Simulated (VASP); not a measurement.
Set up this calculation in VASP 6.6.1, as the native input.

| Property | Result |
| --- | --- |
| Task | single point |
| Functional | LDA |
| Potentials or basis | VASP PAW LDA potentials, release 64 (Si) |
| Cutoff | 520 eV |
| k mesh | 12 × 12 × 12 |
| Occupations | gaussian, width 0.05 eV |
| Spin | no spin polarisation |
| Dipole correction | no |
| Further INCAR settings | ALGO = Normal; EDIFF = 1e-07; NBANDS = 11 |

The structure of Si lies in POSCAR:

```
Si
1.0
    0.0000000000      2.9506228429      2.7953269038
    2.3564470759      0.0000000000      2.7953269038
    2.3564470759      2.9506228429      0.0000000000
Si
2
Direct
    0.5000000000      0.5000000000      0.5000000000
    0.7500000000      0.7500000000      0.7500000000
```

This cell differs from its parent crystal: strain +e along x and -e along y -0.1100, strain +e along z and -e/2 along x and y +0.0350.

One way to write it, as run:

INCAR

```
SYSTEM = Si
PREC = Accurate
ENCUT = 520
EDIFF = 1E-7
ISMEAR = 0
SIGMA = 0.05
LREAL = .FALSE.
LASPH = .TRUE.
NELM = 80
ALGO = Normal
ISIF = 2
LWAVE = .FALSE.
LCHARG = .FALSE.
GGA = CA
NBANDS = 11
```

KPOINTS

```
regular mesh
0
G
  12 12 12
  0 0 0
```

Potentials or basis: VASP PAW LDA potentials, release 64 (Si).

Command:

```bash
$ cat potpaw_LDA.64/Si/POTCAR > POTCAR
$ mpirun -np 1 vasp_std > vasp.out
```

It gave:

```
Pressure               : -0.5 GPa
Band gap on the k mesh : zero (bands 4 and 5 overlap by 1.52 eV)
```

Caveat: the cell differs from its parent crystal (strain +e along x and -e along y -0.1100, strain +e along z and -e/2 along x and y +0.0350).

Wall time 49 s on 1 thread of Intel(R) Xeon(R) 6975P-C (Granite Rapids), with other jobs on the host, peak memory 0.2 GiB.
